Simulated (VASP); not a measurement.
Runs of VASP 6.6.1 on MgSe. The structure is that of space group Fm-3m (No. 225), or close to it. The cells are those of the table. 

| level | cell | k mesh | cutoff (eV) | smearing | gap on the mesh (eV) | pressure (GPa) |
| --- | --- | --- | --- | --- | --- | --- |
| PBE | a = 3.870 Å, angles 60.0°, 2 atoms | 4 × 4 × 4 | 600 | gaussian 0.01 eV | 1.75 | 1.5 |
| PBE | a = 3.870, b = 3.841, c = 3.841 Å, angles 60.5, 59.8, 59.8°, 2 atoms | 4 × 4 × 4 | 600 | gaussian 0.01 eV | 1.70 | 2.6 |
| PBE | a = 3.831 Å, angles 60.0°, 2 atoms | 4 × 4 × 4 | 600 | gaussian 0.01 eV | 1.80 | 3.7 |
| PBE | a = 3.870 Å, angles 61.0°, 2 atoms | 4 × 4 × 4 | 600 | gaussian 0.01 eV | 1.57 | 0.1 |
| r2SCAN | a = 3.870 Å, angles 60.0°, 2 atoms | 8 × 8 × 8 | 660 | gaussian 0.01 eV | 2.44 | -0.3 |
| r2SCAN | a = 3.831 Å, angles 60.0°, 2 atoms | 8 × 8 × 8 | 660 | gaussian 0.01 eV | 2.49 | 1.8 |
| PBE | a = 3.831 Å, angles 60.0°, 2 atoms | 8 × 8 × 8 | 600 | fermi-dirac 0.02 eV | (b) | 3.2 |
| PBE | a = 3.870 Å, angles 60.0°, 2 atoms | 8 × 8 × 8 | 600 | fermi-dirac 0.02 eV | (a) | 1.1 |
| PBE | a = 3.870, b = 3.841, c = 3.841 Å, angles 60.5, 59.8, 59.8°, 2 atoms | 8 × 8 × 8 | 600 | fermi-dirac 0.02 eV | 1.74 | 2.2 |

Alike in all rows: task single point; potentials or basis VASP PAW PBE potentials, release 64 (Mg, Se); no spin polarisation.

Problem. Estimate the missing entries.

Solution. (a) 1.78; (b) 1.83.

Caveats: some runs use coarse meshes; the PAW data sets were made with another functional, which shifts forces and pressure a little (at least some runs); the cell stands under pressure (at least some runs).

A k mesh can miss the band edges, and the runs leave out spin-orbit coupling on Se.
